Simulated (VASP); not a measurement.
Ga2AsP:

```
CELL_PARAMETERS angstrom
4.02427 0.00000 0.00000
0.00000 4.02427 0.00000
0.00000 0.00000 10.22731
ATOMIC_POSITIONS crystal
Ga 0.00000 0.00000 0.00000
Ga 0.50000 0.50000 0.00000
Ga 0.00000 0.50000 0.33914
Ga 0.50000 0.00000 0.66086
P 0.00000 0.00000 0.50000
P 0.50000 0.50000 0.50000
As 0.50000 0.00000 0.23757
As 0.00000 0.50000 0.76243
```

| Property | Result |
| --- | --- |
| Program | VASP 6.6.1 |
| Task | relaxation of cell and atoms |
| Functional | PBE |
| Potentials or basis | VASP PAW PBE potentials, release 64 (Ga_d, P, As) |
| Cutoff | 600 eV |
| k mesh | 4 × 4 × 2 |
| Occupations | gaussian, width 0.1 eV |
| Spin | no spin polarisation |

At the start: pressure -3.3 GPa; volume 20.70 Å³/atom.

Question: How do energy, volume and symmetry change on relaxing?

Answer: Over 22 steps the energy falls by 261.6 meV/atom and the volume is 20.01 Å³/atom (-3.3 %); space group P4/nmm (No. 129, to 0.05 Å).

Step by step:
```
step  energy change (eV)  largest force (eV/Å)  pressure (GPa)  volume (Å³)
   1              0.0000                0.9401           -3.26       165.63
   2             -0.3025                1.1343           -0.74       155.73
   3             -0.4523                1.6033            6.13       138.72
   4             -0.4795                1.4514            3.40       143.76
   5             -0.6839                1.3414            3.41       142.50
   6             -1.1015                0.5604            4.54       138.68
   7             -1.1113                0.2466            5.26       137.52
   8             -1.2761                0.3157            1.20       145.18
   9             -1.2918                0.5591           -0.79       150.32
  10             -1.2934                0.5052           -0.53       149.29
  11             -1.3566                0.8445           -0.42       150.16
  12             -1.6277                1.1818           -0.95       152.66
  13             -1.8995                0.5604           -1.76       157.13
  14             -1.9516                0.5129           -0.27       154.89
  15             -1.9566                0.5052            0.53       153.81
  16             -1.9571                0.5110            0.35       154.07
  17             -1.9909                0.4296            0.44       154.43
  18             -2.0593                0.2026            0.86       155.49
  19             -2.0452                0.3442            2.23       157.41
  20             -2.0770                0.1729            1.42       156.40
  21             -2.0854                0.1642           -0.86       162.72
  22             -2.0929                0.0298            0.00       160.09
```

Final structure:
```cif
data_structure
_symmetry_space_group_name_H-M 'P 1'
_symmetry_Int_Tables_number 1
_cell_length_a 4.0259
_cell_length_b 4.0259
_cell_length_c 9.8773
_cell_angle_alpha 90.000
_cell_angle_beta 90.000
_cell_angle_gamma 90.000
_cell_volume 160.09
loop_
_atom_site_label
_atom_site_type_symbol
_atom_site_fract_x
_atom_site_fract_y
_atom_site_fract_z
_atom_site_occupancy
Ga1 Ga 0.00000 0.00000 0.00000 1
Ga2 Ga 0.50000 0.50000 0.00000 1
Ga3 Ga 0.00000 0.50000 0.31389 1
Ga4 Ga 0.50000 0.00000 0.68611 1
P1 P 0.00000 0.00000 0.50000 1
P2 P 0.50000 0.50000 0.50000 1
As1 As 0.50000 0.00000 0.16578 1
As2 As 0.00000 0.50000 0.83422 1
```

Caveat: the k points lie up to 0.39 Å⁻¹ apart in the final cell.
